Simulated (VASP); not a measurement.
**AlFe (CsCl type): single point with HSE06**

The system is AlFe (CsCl type).

```
Fe Al
1.0
     2.85074    0.00000    0.00000
     0.00000    2.85074    0.00000
     0.00000    0.00000    2.85074
Fe Al
1 1
Direct
  0.00000 0.00000 0.00000
  0.50000 0.50000 0.50000
```

| Quantity | Value |
| --- | --- |
| Program | VASP 6.6.1 |
| Task | single point |
| Functional | HSE06 |
| Potentials or basis | VASP PAW PBE potentials, release 64 (Fe, Al) |
| Cutoff | 520 eV |
| k mesh | 4 × 4 × 4 |
| Occupations | fermi-dirac, width 0.1 eV |
| Spin | no spin polarisation |

```yaml
Pressure: -6.8 GPa
Band_gap_on_the_k_mesh: zero (an odd number of electrons rules out a gap without spin polarisation)
```

Levels at points of the mesh, in eV from the Fermi level:
```
           k point  band 2  band 3  band 4  band 5  band 6  band 7  band 8  band 9  band 10  band 11
(0.00, 0.00, 0.00)   -2.23   -2.23   -0.14   -0.14   -0.14    7.82    7.82    7.82    11.32    11.32
(0.50, 0.00, 0.00)   -6.40   -1.43   -1.31   -1.31    0.06    2.74   10.07   12.92    12.92    14.00
(0.50, 0.50, 0.00)   -2.28   -1.95   -1.95   -0.99   -0.99    2.21    5.16    5.56    14.74    18.01
(0.50, 0.50, 0.50)   -4.01   -4.01    2.18    2.18    4.07    4.07    4.07    5.65     7.57     7.57
```

Wall time 2.8 min on 1 thread of AMD EPYC 7R43 64-Core Processor (Zen 3) (shared host), peak memory 0.2 GiB.

Caveat: the k points lie up to 0.55 Å⁻¹ apart, too coarse for converged energies and pressures of a metal; the PAW data sets were made with another functional, which shifts forces and pressure a little; the run has no spin polarisation, though such a crystal can be magnetic. Spin polarisation is off, so any magnetic state and its effect on volume and gap are missing.
